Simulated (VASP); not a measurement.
NbAs, 4 atoms in the cell. Symmetry: I4_1md, No. 109, tetragonal system. Conventional cell: a = 3.502 Å, b = 3.502 Å, c = 11.928 Å, α = 90.00°, β = 90.00°, γ = 90.00°. Within 3.6 Å of Nb (site symmetry 2mm) lie 6 As at 2.66 Å and 8 Nb at 3.46 to 3.50 Å. Within 3.6 Å of As (site symmetry 2mm) lie 6 Nb at 2.66 Å and 8 As at 3.46 to 3.50 Å. 

* Program: VASP 6.6.1
* Task: single point
* Functional: r2SCAN
* Potentials or basis: VASP PAW PBE potentials, release 64 (Nb_sv, As)
* Cutoff: 520 eV
* k mesh: 11 × 11 × 11
* Occupations: fermi-dirac, width 0.1 eV
* Spin: no spin polarisation
* Dipole correction: no
* Further INCAR settings: ALGO = Normal; EDIFF = 1e-06; NBANDS = 26

Potentials or basis: VASP PAW PBE potentials, release 64 (Nb_sv, As).

Launch:

```console
$ cat potpaw_PBE.64/Nb_sv/POTCAR potpaw_PBE.64/As/POTCAR > POTCAR
$ cp INCAR.step1 INCAR
$ mpirun -np 1 vasp_std > vasp.out
$ cp INCAR.step2 INCAR
$ mpirun -np 1 vasp_std > vasp.out
```

Hardware: 1 thread of Intel(R) Xeon(R) Platinum 8488C (Sapphire Rapids), on a shared host.

Q: Estimate the wall time of this run.

A: Run time: 31 min on 1 thread of Intel(R) Xeon(R) Platinum 8488C (Sapphire Rapids), on a shared host, peak memory 0.48 GiB. Counts: k points 126.
